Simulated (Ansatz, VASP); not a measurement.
## One calculation of AlN, two programs

The input INCAR:

```
PREC = Accurate
ENCUT = 520
EDIFF = 1E-6
ISMEAR = 0
SIGMA = 0.05
LREAL = False
LASPH = True
NELM = 60
ALGO = Normal
ISIF = 2
LWAVE = False
LCHARG = False
GGA = PE
NBANDS = 16
```

Contents of KPOINTS:

```
regular mesh
0
Gamma
  12 12 6
```

File POSCAR:

```
AlN
1.0
    3.1110021516      0.0000000000      0.0000000000
   -1.5555010758      2.6942068945      0.0000000000
    0.0000000000      0.0000000000      4.9780000000
Al N
2 2
Direct
    0.3333333333      0.6666666667      0.0000000000
    0.6666666667      0.3333333333      0.5000000000
    0.3757700189      0.6878850095      0.3776796717
    0.6666666667      0.3333333333      0.8850000000
```

Input for Ansatz:

```yaml
crystal:
  lattice:
    - [3.1110021516, 0.0, 0.0]
    - [-1.5555010758, 2.6942068945, 0.0]
    - [0.0, 0.0, 4.978]
  atoms:
    - { symbol: Al, position: [0.3333333333, 0.6666666667, 0.0] }
    - { symbol: Al, position: [0.6666666667, 0.3333333333, 0.5] }
    - { symbol: "N", position: [0.3757700189, 0.6878850095, 0.3776796717] }
    - { symbol: "N", position: [0.6666666667, 0.3333333333, 0.885] }
basis:
  ecutwfc: 420
kpoints:
  mp_grid: { grid: [12, 12, 6] }
hamiltonian:
  xc: pbe
scf:
  occupations: { method: gaussian, width: 0.05 }
output:
  forces: true
  stress: true
  eigenvalues: true
```

Alike in both runs: task single point; functional PBE; k mesh 12 × 12 × 6; occupations gaussian, width 0.05 eV; no spin polarisation.

|  | VASP | Ansatz |
| --- | --- | --- |
| version | VASP 6.6.1 | Ansatz 0.2.0 |
| potentials or method | VASP PAW PBE potentials, release 64 (Al, N), cutoff 520 eV | scalar-relativistic, plane waves, PAW |
| valence electrons in the cell | 16 | 16 |

Ansatz gave:

- gap on the k mesh at the Fermi level (eV): 4.12
- least direct gap on the mesh (eV): 4.12
- pressure (GPa): 4.9
- traceless stress, the component that is largest in VASP (GPa): -3.60
- rms of the force components (eV/Å): 0.568

Question: What did VASP give for the same quantities?

Answer: gap on the k mesh at the Fermi level (eV): 4.13; least direct gap on the mesh (eV): 4.13; pressure (GPa): 4.6; traceless stress, the component that is largest in VASP (GPa): -3.62; rms of the force components (eV/Å): 0.570.

Atom by atom the forces differ by 0.002 eV/Å (rms over components).
